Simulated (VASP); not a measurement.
# Ag (Fmmm) in VASP: single point with r2SCAN

Aim: the single point of Ag with r2SCAN.

Everything below comes from runs of VASP 6.6.1. Logs are shortened: lines on timing, memory, paths and dates and some standing lists are left out, and cuts for length are marked.

**1. The cell of the first run**

The structure is orthorhombic, space group Fmmm (No. 69). The conventional cell has a = 3.311 Å, b = 4.464 Å, c = 4.902 Å, α = 90.00°, β = 90.00°, γ = 90.00°. Ag (site symmetry mmm) has 14 Ag at 2.78 to 3.31 Å within 3.7 Å.

**2. Single point, r2SCAN (strain +0.0937 x Voigt [0, 0, 0, 1, 0, 0])**

POSCAR reads:

```
Ag
1.0
   -1.6556540000      1.7332213899      1.7332213899
    1.6556540000     -1.5780866101      1.5780866101
    1.6556540000      1.5780866101     -1.5780866101
Ag
1
Direct
    0.0000000000      0.0000000000      0.0000000000
```

INCAR.step1 reads:

```
SYSTEM = Ag
PREC = Accurate
ENCUT = 520
ISMEAR = 0
SIGMA = 0.15
LREAL = .False.
LASPH = .True.
NELM = 60
NBANDS = 12
GGA = PE
ALGO = Normal
EDIFF = 1E-4
LWAVE = .True.
LCHARG = .False.
```

INCAR.step2 reads:

```
SYSTEM = Ag
PREC = Accurate
ENCUT = 520
EDIFF = 1E-6
ISMEAR = 0
SIGMA = 0.15
LREAL = .False.
LASPH = .True.
NELM = 60
ALGO = Normal
ISIF = 2
LWAVE = .False.
LCHARG = .False.
METAGGA = R2SCAN
LMIXTAU = .True.
NBANDS = 12
ISTART = 1
```

KPOINTS reads:

```
Automatic mesh
0
Gamma
  20 20 20
  0 0 0
```

Potentials or basis: VASP PAW PBE potentials, release 64 (Ag).

Command:

```console
$ cat potpaw_PBE.64/Ag/POTCAR > POTCAR
$ cp INCAR.step1 INCAR
$ mpirun -np 1 vasp_std > vasp.out
$ cp INCAR.step2 INCAR
$ mpirun -np 1 vasp_std > vasp.out
```

OUTCAR:

```text
SYSTEM = Ag
   PREC = Accurate
   ENCUT = 520
   EDIFF = 1E-6
   ISMEAR = 0
   LREAL = .False.
   LASPH = .True.
   NELM = 60
   ISIF = 2
   METAGGA = R2SCAN
   ISTART = 1

 ion  position               nearest neighbor table
   1  0.000  0.000  0.000-

  LATTYP: Found a face centered orthorhombic cell.
 ALAT       =     3.3113080000
 B/A-ratio  =     1.3479576570
 C/A-ratio  =     1.4804694678

  Lattice vectors:

 A1 = (   0.0000000000,   3.3113080000,   0.1551347798)
 A2 = (   1.6556540000,   1.7332213899,   1.7332213899)
 A3 = (   1.6556540000,   1.5780866101,  -1.5780866101)

Analysis of symmetry for initial positions (statically):
=====================================================================
 Subroutine PRICEL returns:
 Original cell was already a primitive cell.

 Routine SETGRP: Setting up the symmetry group for a
 face centered orthorhombic supercell.

 Subroutine GETGRP returns: Found  8 space group operations
 (whereof  8 operations were pure point group operations)
 out of a pool of  8 trial point group operations.

The static configuration has the point symmetry D_2h.

Analysis of symmetry for dynamics (positions and initial velocities):
=====================================================================
 Subroutine PRICEL returns:
 Original cell was already a primitive cell.

 Routine SETGRP: Setting up the symmetry group for a
 face centered orthorhombic supercell.

 Subroutine GETGRP returns: Found  8 space group operations
 (whereof  8 operations were pure point group operations)
 out of a pool of  8 trial point group operations.

The dynamic configuration has the point symmetry D_2h.

 Subroutine INISYM returns: Found  8 space group operations
 (whereof  8 operations are pure point group operations),
 and found     1 'primitive' translations

----------------------------------------------------------------------------------------

                                     Primitive cell

  volume of cell :      18.1140

  direct lattice vectors                    reciprocal lattice vectors
    -1.655654000  1.733221390  1.733221390     0.000000000  0.288480169  0.288480169
     1.655654000 -1.578086610  1.578086610     0.301995465 -0.014179611  0.302659780
     1.655654000  1.578086610 -1.578086610     0.301995465  0.302659780 -0.014179611

  length of vectors
     2.957922065  2.778831565  2.778831565     0.407972568  0.427791146  0.427791146

  position of ions in fractional coordinates (direct lattice)
     0.000000000  0.000000000  0.000000000

  ion indices of the primitive-cell ions
   primitive index   ion index
                 1           1

----------------------------------------------------------------------------------------

 KPOINTS: Automatic mesh

Automatic generation of k-mesh.
 Grid dimensions read from file:
 generate k-points for:   20   20   20

 Generating k-lattice:

  Cartesian coordinates                     Fractional coordinates (reciprocal lattice)
     0.000000000  0.014424008  0.014424008     0.050000000  0.000000000  0.000000000
     0.015099773 -0.000708981  0.015132989     0.000000000  0.050000000  0.000000000
     0.015099773  0.015132989 -0.000708981    -0.000000000  0.000000000  0.050000000

  Length of vectors
     0.020398628  0.021389557  0.021389557

  Shift w.r.t. Gamma in fractional coordinates (k-lattice)
     0.000000000  0.000000000  0.000000000

 Subroutine IBZKPT returns following result:
 ===========================================

 Found   1166 irreducible k-points:

 Following reciprocal coordinates:
            Coordinates               Weight
  0.000000  0.000000  0.000000      1.000000
  0.050000  0.000000  0.000000      2.000000
  0.100000  0.000000  0.000000      2.000000
  0.150000  0.000000  0.000000      2.000000
  0.200000  0.000000  0.000000      2.000000
  0.250000  0.000000  0.000000      2.000000
[... 16 lines left out ...]
  0.050000  0.100000  0.000000      8.000000
  0.100000  0.100000  0.000000      8.000000
 [... further k-points ...]
   k-points           NKPTS =   1166   k-points in BZ     NKDIM =   1166   number of bands    NBANDS=     12
   number of dos      NEDOS =    301   number of ions     NIONS =      1
   total plane-waves  NPLWV =  13824
   dimension x,y,z NGX =    24 NGY =   24 NGZ =   24
   dimension x,y,z NGXF=    48 NGYF=   48 NGZF=   48
   ions per type =               1
   NGX,Y,Z   is equivalent  to a cutoff of  13.49, 14.36, 14.36 a.u.
   NGXF,Y,Z  is equivalent  to a cutoff of  26.98, 28.72, 28.72 a.u.
 SYSTEM =  Ag
   PREC   = accura    normal or accurate (medium, high low for compatibility)
   ISTART =      1    job   : 0-new  1-cont  2-samecut
   ICHARG =      0    charge: 1-file 2-atom 10-const
   ISPIN  =      1    spin polarized calculation?
   LNONCOLLINEAR =      F non collinear calculations
   LSORBIT =      F    spin-orbit coupling
   LASPH  =      T    aspherical Exc in radial PAW
   ENCUT  =  520.0 eV  38.22 Ry    6.18 a.u.   5.50  5.17  5.17*2*pi/ulx,y,z
   NELM   =     60;   NELMIN=  2; NELMDL=  0     # of ELM steps
   EDIFF  = 0.1E-05   stopping-criterion for ELM
   LREAL  =      F    real-space projection
   EDIFFG = 0.1E-04   stopping-criterion for IOM
   NSW    =      0    number of steps for IOM
   IBRION =     -1    ionic relax: 0-MD 1-quasi-New 2-CG
   NFREE  =      0    steps in history (QN), initial steepest desc. (CG)
   ISIF   =      2    stress and relaxation
   ISYM   =      2    0-nonsym 1-usesym 2-fastsym
   POTIM  = 0.5000    time-step for ionic-motion
   TEBEG  =    0.0;   TEEND  =   0.0 temperature during run
   PSTRESS=    0.0 pullay stress
   NELECT =      11.0000    total number of electrons
   NUPDOWN=      -1.0000    fix difference up-down
   EMIN   =  10.00;   EMAX   =-10.00  energy-range for DOS
   EFERMI =   0.00;   METHOD = LEGACY
   ISMEAR =     0;   SIGMA  =   0.15  broadening in eV -4-tet -1-fermi 0-gaus
   EFERMI_NEDOS =   21; number of points for ismear=-14 and -15
   IALGO  =     38    algorithm
   IMIX   =      4    mixing-type and parameters
     AMIX     =   0.40;   BMIX     =  1.00
     AMIX_MAG =   1.60;   BMIX_MAG =  1.00
  volume/ion in A,a.u.               =      18.11       122.24
  Fermi-wavevector in a.u.,A,eV,Ry     =   1.386333  2.619790 26.149300  1.921919
  Thomas-Fermi vector in A             =   2.510659
   LORBIT       =      0    0 simple, 1 ext, 2 COOP (PROOUT), +10 PAW based schemes
   METAGGA = R2SCAN    functional components
   LHFCALC =     F    Hartree Fock is set to
   AEXX    =    0.0000 exact exchange contribution
   IVDW    =     0    specifies the selected vdW correction
   LEPSILON=     F    determine dielectric tensor
   LRPA    =     F    only Hartree local field effects (RPA)
 non-spin polarized calculation
 Gauss-broadening in eV      SIGMA  =   0.15
  energy-cutoff  :      520.00
  volume of cell :       18.11
 maximum number of plane-waves:       501
 NGX is ok and might be reduce to    24
   NGX = 11   NGY = 11   NGZ = 11

 number of electron      11.0000002 magnetization

 Free energy of the ion-electron system (eV)
  ---------------------------------------------------
  ext. energy  EPLUGINS =         0.00000000
  ---------------------------------------------------
  free energy    TOTEN  =       -21.29601172 eV

  energy without entropy =      -21.29311420  energy(sigma->0) =      -21.29456296

 E-fermi :   7.7027     XC(G=0): -12.5448

 val. band max:        7.6929090055   @ k =  -0.3000   0.4000   0.2000
 cond. band min:       7.7155606115   @ k =   0.5000  -0.1000   0.0500
 fundamental gap:      0.0226516060
 Fermi energy:         7.7026604238

 k-point     1 :       0.0000    0.0000    0.0000
  band No.  band energies     occupation
      1       0.1264      2.00000
      2       2.1955      2.00000
      3       2.5156      2.00000
      4       2.9315      2.00000
      5       3.8274      2.00000
      6       3.8839      2.00000
      7      24.9644      0.00000
      8      26.1607      0.00000
      9      26.7935      0.00000
     10      30.5433      0.00000
     11      31.3317      0.00000
     12      31.5957      0.00000

 k-point     2 :       0.0500    0.0000    0.0000
  band No.  band energies     occupation
      1       0.1976      2.00000
      2       2.1812      2.00000
      3       2.5131      2.00000
      4       2.9665      2.00000
      5       3.8332      2.00000
      6       3.8769      2.00000
      7      24.5824      0.00000
      8      26.2155      0.00000
      9      26.6670      0.00000
     10      29.7440      0.00000
     11      31.0313      0.00000
     12      31.6286      0.00000

 k-point     3 :       0.1000    0.0000    0.0000
  band No.  band energies     occupation
      1       0.4037      2.00000
      2       2.1400      2.00000
      3       2.5120      2.00000
      4       3.0694      2.00000
      5       3.8505      2.00000
      6       3.8597      2.00000
      7      23.4788      0.00000
      8      26.2655      0.00000
      9      26.3738      0.00000
     10      29.0360      0.00000
     11      29.8748      0.00000
     12      31.1435      0.00000
[... 286 lines left out ...]
 k-point    23 :       0.0500    0.1000    0.0000
  band No.  band energies     occupation
      1       0.6435      2.00000
      2       2.2031      2.00000
      3       2.5215      2.00000
      4       3.1084      2.00000
      5       3.7558      2.00000
      6       3.8836      2.00000
      7      23.6450      0.00000
      8      24.7158      0.00000
      9      26.8894      0.00000
     10      27.8271      0.00000
     11      29.5217      0.00000
     12      31.1816      0.00000

 k-point    24 :       0.1000    0.1000    0.0000
  band No.  band energies     occupation
      1       0.9403      2.00000
      2       2.1492      2.00000
      3       2.4855      2.00000
      4       3.3314      2.00000
      5       3.7467      2.00000
      6       3.9147      2.00000
      7      22.0610      0.00000
      8      23.9461      0.00000
      9      26.9009      0.00000
     10      27.1306      0.00000
     11      29.8126      0.00000
     12      31.3094      0.00000

 [... further k-points ...]
[... 5 lines left out ...]
  --------------------------------------------------------------------------------------
  -------------------------------------------------------------------------------------
  Total       -0.2554358     -0.3205711     -0.3205711      0.0000000     -0.4764489      0.0000000
  in kB      -22.5932092    -28.3544003    -28.3544003      0.0000000    -42.1417407      0.0000000
  external PRESSURE =     -26.4340033 kB  Pullay stress =       0.0000000 kB

 VOLUME and BASIS-vectors are now :
 -----------------------------------------------------------------------------
  energy-cutoff  :      520.00
  volume of cell :       18.11
      direct lattice vectors                 reciprocal lattice vectors
    -1.655654000  1.733221390  1.733221390     0.000000000  0.288480169  0.288480169
     1.655654000 -1.578086610  1.578086610     0.301995465 -0.014179611  0.302659780
     1.655654000  1.578086610 -1.578086610     0.301995465  0.302659780 -0.014179611

 POSITION                                       TOTAL-FORCE (eV/Angst)
 -----------------------------------------------------------------------------------
      0.00000      0.00000      0.00000         0.000000      0.000000      0.000000
 -----------------------------------------------------------------------------------
    total drift:                                0.000000      0.000000     -0.000000

  FREE ENERGIE OF THE ION-ELECTRON SYSTEM (eV)
  ---------------------------------------------------
  free  energy   TOTEN  =       -21.2960117160 eV

  energy  without entropy=      -21.2931141955  energy(sigma->0) =      -21.29456296
```

Wall time 12 min (1 thread of Intel Xeon 8259CL, shared host); peak memory 0.35 GiB.

Results:

| Property | Result |
| --- | --- |
| Free energy | -21.2960 eV |
| Pressure | -2.6 GPa |
| Band gap on the k mesh | zero (an odd number of electrons rules out a gap without spin polarisation) |

Caveat: the cell differs from its parent crystal (strain +0.0937 x Voigt [0, 0, 0, 1, 0, 0]); the PAW data sets were made with another functional, which shifts forces and pressure a little.
